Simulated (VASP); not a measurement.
# LuBe3 (Pm-3m) in VASP: further runs, part 2 of 3

VASP 6.6.1. The steps go on from the part before.

## 5. Single point, PBE

This run uses another cell than the first one, of 14.13 Å³/atom.

INCAR reads:

```
PREC = Accurate
ENCUT = 520
EDIFF = 1E-6
ISMEAR = 0
SIGMA = 0.1
LREAL = F
LASPH = T
NELM = 100
ALGO = Normal
ISIF = 2
LWAVE = F
LCHARG = F
GGA = PE
NBANDS = 24
```

KPOINTS reads:

```
Automatic mesh
0
Gamma
  12 12 12
```

POSCAR reads:

```
LuBe3
1.0
    3.8380831278      0.0000000000      0.0000000000
    0.0000000000      3.8380831278      0.0000000000
    0.0000000000      0.0000000000      3.8380831278
Lu Be
1 3
Direct
    0.0000000000      0.0000000000      0.0000000000
    0.0000000000      0.5000000000      0.5000000000
    0.5000000000      0.0000000000      0.5000000000
    0.5000000000      0.5000000000      0.0000000000
```

Potentials or basis: VASP PAW PBE potentials, release 64 (Lu, Be).

Started as:

```console
> cat potpaw_PBE.64/Lu/POTCAR potpaw_PBE.64/Be/POTCAR > POTCAR
> mpirun -np 1 vasp_std > vasp.out
```

OUTCAR:

```text
PREC = Accurate
   ENCUT = 520
   EDIFF = 1E-6
   ISMEAR = 0
   LREAL = F
   LASPH = T
   NELM = 100
   ISIF = 2
   GGA = PE

 ion  position               nearest neighbor table
   1  0.000  0.000  0.000-   2 2.71   3 2.71   4 2.71   2 2.71   3 2.71   2 2.71   4 2.71   2 2.71
                             3 2.71   4 2.71   3 2.71   4 2.71
   2  0.000  0.500  0.500-   1 2.71   1 2.71   1 2.71   1 2.71
   3  0.500  0.000  0.500-   1 2.71   1 2.71   1 2.71   1 2.71
   4  0.500  0.500  0.000-   1 2.71   1 2.71   1 2.71   1 2.71

  LATTYP: Found a simple cubic cell.
 ALAT       =     3.8380831278

  Lattice vectors:

 A1 = (   3.8380831278,   0.0000000000,   0.0000000000)
 A2 = (   0.0000000000,   3.8380831278,   0.0000000000)
 A3 = (   0.0000000000,   0.0000000000,   3.8380831278)

Analysis of symmetry for initial positions (statically):
=====================================================================
 Subroutine PRICEL returns:
 Original cell was already a primitive cell.

 Routine SETGRP: Setting up the symmetry group for a
 simple cubic supercell.

 Subroutine GETGRP returns: Found 48 space group operations
 (whereof 48 operations were pure point group operations)
 out of a pool of 48 trial point group operations.

The static configuration has the point symmetry O_h .

Analysis of symmetry for dynamics (positions and initial velocities):
=====================================================================
 Subroutine PRICEL returns:
 Original cell was already a primitive cell.

 Routine SETGRP: Setting up the symmetry group for a
 simple cubic supercell.

 Subroutine GETGRP returns: Found 48 space group operations
 (whereof 48 operations were pure point group operations)
 out of a pool of 48 trial point group operations.

The dynamic configuration has the point symmetry O_h .

 Subroutine INISYM returns: Found 48 space group operations
 (whereof 48 operations are pure point group operations),
 and found     1 'primitive' translations

----------------------------------------------------------------------------------------

                                     Primitive cell

  volume of cell :      56.5384

  direct lattice vectors                    reciprocal lattice vectors
     3.838083128  0.000000000  0.000000000     0.260546728  0.000000000  0.000000000
     0.000000000  3.838083128  0.000000000     0.000000000  0.260546728  0.000000000
     0.000000000  0.000000000  3.838083128     0.000000000  0.000000000  0.260546728

  length of vectors
     3.838083128  3.838083128  3.838083128     0.260546728  0.260546728  0.260546728

  position of ions in fractional coordinates (direct lattice)
     0.000000000  0.000000000  0.000000000
     0.000000000  0.500000000  0.500000000
     0.500000000  0.000000000  0.500000000
     0.500000000  0.500000000  0.000000000

  ion indices of the primitive-cell ions
   primitive index   ion index
                 1           1
                 2           2
                 3           3
                 4           4

----------------------------------------------------------------------------------------

 KPOINTS: Automatic mesh

Automatic generation of k-mesh.
 Grid dimensions read from file:
 generate k-points for:   12   12   12

 Generating k-lattice:

  Cartesian coordinates                     Fractional coordinates (reciprocal lattice)
     0.021712227  0.000000000  0.000000000     0.083333333  0.000000000  0.000000000
     0.000000000  0.021712227  0.000000000     0.000000000  0.083333333  0.000000000
     0.000000000  0.000000000  0.021712227     0.000000000  0.000000000  0.083333333

  Length of vectors
     0.021712227  0.021712227  0.021712227

  Shift w.r.t. Gamma in fractional coordinates (k-lattice)
     0.000000000  0.000000000  0.000000000

 Subroutine IBZKPT returns following result:
 ===========================================

 Found     84 irreducible k-points:

 Following reciprocal coordinates:
            Coordinates               Weight
  0.000000  0.000000  0.000000      1.000000
  0.083333  0.000000  0.000000      6.000000
  0.166667  0.000000  0.000000      6.000000
  0.250000  0.000000  0.000000      6.000000
  0.333333  0.000000  0.000000      6.000000
  0.416667  0.000000  0.000000      6.000000
[... 16 lines left out ...]
  0.333333  0.333333  0.000000     12.000000
  0.416667  0.333333  0.000000     24.000000
 [... further k-points ...]
   k-points           NKPTS =     84   k-points in BZ     NKDIM =     84   number of bands    NBANDS=     24
   number of dos      NEDOS =    301   number of ions     NIONS =      4
   total plane-waves  NPLWV =  27000
   dimension x,y,z NGX =    30 NGY =   30 NGZ =   30
   dimension x,y,z NGXF=    60 NGYF=   60 NGZF=   60
   ions per type =               1   3
   NGX,Y,Z   is equivalent  to a cutoff of  12.99, 12.99, 12.99 a.u.
   NGXF,Y,Z  is equivalent  to a cutoff of  25.99, 25.99, 25.99 a.u.
 SYSTEM =  unknown system
   PREC   = accura    normal or accurate (medium, high low for compatibility)
   ISTART =      0    job   : 0-new  1-cont  2-samecut
   ICHARG =      2    charge: 1-file 2-atom 10-const
   ISPIN  =      1    spin polarized calculation?
   LNONCOLLINEAR =      F non collinear calculations
   LSORBIT =      F    spin-orbit coupling
   LASPH  =      T    aspherical Exc in radial PAW
   ENCUT  =  520.0 eV  38.22 Ry    6.18 a.u.   7.14  7.14  7.14*2*pi/ulx,y,z
   NELM   =    100;   NELMIN=  2; NELMDL= -5     # of ELM steps
   EDIFF  = 0.1E-05   stopping-criterion for ELM
   LREAL  =      F    real-space projection
   EDIFFG = 0.1E-04   stopping-criterion for IOM
   NSW    =      0    number of steps for IOM
   IBRION =     -1    ionic relax: 0-MD 1-quasi-New 2-CG
   NFREE  =      0    steps in history (QN), initial steepest desc. (CG)
   ISIF   =      2    stress and relaxation
   ISYM   =      2    0-nonsym 1-usesym 2-fastsym
   POTIM  = 0.5000    time-step for ionic-motion
   TEBEG  =    0.0;   TEEND  =   0.0 temperature during run
   PSTRESS=    0.0 pullay stress
   NELECT =      31.0000    total number of electrons
   NUPDOWN=      -1.0000    fix difference up-down
   EMIN   =  10.00;   EMAX   =-10.00  energy-range for DOS
   EFERMI =   0.00;   METHOD = LEGACY
   ISMEAR =     0;   SIGMA  =   0.10  broadening in eV -4-tet -1-fermi 0-gaus
   EFERMI_NEDOS =   21; number of points for ismear=-14 and -15
   IALGO  =     38    algorithm
   IMIX   =      4    mixing-type and parameters
     AMIX     =   0.40;   BMIX     =  1.00
     AMIX_MAG =   1.60;   BMIX_MAG =  1.00
  volume/ion in A,a.u.               =      14.13        95.38
  Fermi-wavevector in a.u.,A,eV,Ry     =   1.339927  2.532094 24.427946  1.795403
  Thomas-Fermi vector in A             =   2.468280
   LORBIT       =      0    0 simple, 1 ext, 2 COOP (PROOUT), +10 PAW based schemes
   GGA     = PE    functional components
   LHFCALC =     F    Hartree Fock is set to
   AEXX    =    0.0000 exact exchange contribution
   IVDW    =     0    specifies the selected vdW correction
   LEPSILON=     F    determine dielectric tensor
   LRPA    =     F    only Hartree local field effects (RPA)
 non-spin polarized calculation
 Gauss-broadening in eV      SIGMA  =   0.10
  energy-cutoff  :      520.00
  volume of cell :       56.54
 maximum number of plane-waves:      1568
 NGX is ok and might be reduce to    30
   NGX = 15   NGY = 15   NGZ = 15

 number of electron      31.0000011 magnetization

 Free energy of the ion-electron system (eV)
  ---------------------------------------------------
  ext. energy  EPLUGINS =         0.00000000
  ---------------------------------------------------
  free energy    TOTEN  =       -14.15624523 eV

  energy without entropy =      -14.14271955  energy(sigma->0) =      -14.14948239

 E-fermi :   3.0514     XC(G=0): -10.4709

 val. band max:        3.0386577776   @ k =   0.3333   0.0833   0.0000
 cond. band min:       3.0630293579   @ k =   0.5000   0.4167   0.2500
 fundamental gap:      0.0243715803
 Fermi energy:         3.0514183641

 k-point     1 :       0.0000    0.0000    0.0000
  band No.  band energies     occupation
      1     -51.7501      2.00000
      2     -22.4477      2.00000
      3     -22.4477      2.00000
      4     -22.4477      2.00000
      5      -4.5163      2.00000
      6      -0.7315      2.00000
[... 637 lines left out ...]
     23      11.2606      0.00000
     24      12.0386      0.00000

 [... further k-points ...]

------------------------ aborting loop because EDIFF is reached ----------------------------------------

  FORCE on cell =-STRESS in cart. coord.  units (eV):
  Direction    XX          YY          ZZ          XY          YZ          ZX
  --------------------------------------------------------------------------------------
  -------------------------------------------------------------------------------------
  Total        0.1040990      0.1040990      0.1040990      0.0000000     -0.0000000      0.0000000
  in kB        2.9499445      2.9499445      2.9499445      0.0000000     -0.0000000      0.0000000
  external PRESSURE =       2.9499445 kB  Pullay stress =       0.0000000 kB

 VOLUME and BASIS-vectors are now :
 -----------------------------------------------------------------------------
  energy-cutoff  :      520.00
  volume of cell :       56.54
      direct lattice vectors                 reciprocal lattice vectors
     3.838083128  0.000000000  0.000000000     0.260546728  0.000000000  0.000000000
     0.000000000  3.838083128  0.000000000     0.000000000  0.260546728  0.000000000
     0.000000000  0.000000000  3.838083128     0.000000000  0.000000000  0.260546728

 POSITION                                       TOTAL-FORCE (eV/Angst)
 -----------------------------------------------------------------------------------
      0.00000      0.00000      0.00000         0.000000      0.000000      0.000000
      0.00000      1.91904      1.91904         0.000000      0.000000      0.000000
      1.91904      0.00000      1.91904         0.000000      0.000000      0.000000
      1.91904      1.91904      0.00000         0.000000      0.000000      0.000000
 -----------------------------------------------------------------------------------
    total drift:                                0.000000      0.000000     -0.000000

  FREE ENERGIE OF THE ION-ELECTRON SYSTEM (eV)
  ---------------------------------------------------
  free  energy   TOTEN  =       -14.1562452299 eV

  energy  without entropy=      -14.1427195529  energy(sigma->0) =      -14.14948239
```

stdout:

```text
POSCAR found type information on POSCAR LuBe
 POSCAR found :  2 types and       4 ions
 scaLAPACK will be used
 LDA part: xc-table for (Slater+PW92), standard interpolation
 POSCAR, INCAR and KPOINTS ok, starting setup
 FFT: planning ... GRIDC
 FFT: planning ... GRID_SOFT
 FFT: planning ... GRID
 WAVECAR not read
 entering main loop
```

Wall time 44 s (1 thread of Intel Xeon 6975P-C (Granite Rapids), shared host); peak memory 0.26 GiB.

Results:

- Free energy: -14.1562 eV
- Pressure: 0.3 GPa
- Band gap on the k mesh: zero (an odd number of electrons rules out a gap without spin polarisation)

Levels at points of the mesh, in eV from the Fermi level:
| k point | band 13 | band 14 | band 15 | band 16 | band 17 | band 18 |
| --- | --- | --- | --- | --- | --- | --- |
| (0.00, 0.00, 0.00) | -0.51 | -0.51 | 0.43 | 0.43 | 0.43 | 4.41 |
| (0.50, 0.00, 0.00) | -3.73 | -0.29 | -0.24 | -0.24 | 3.65 | 3.65 |
| (0.50, 0.50, 0.00) | -3.15 | -2.31 | -2.31 | 0.95 | 0.95 | 4.01 |
| (0.50, 0.50, 0.50) | -2.08 | -2.08 | -2.08 | -0.64 | -0.64 | -0.64 |

Caveat: spin-orbit coupling is left out, which moves the levels of the heavy elements.

(Part 2 of 3 ends here.)

The gap in the log of VASP goes by the Fermi energy; the results here count the filled bands.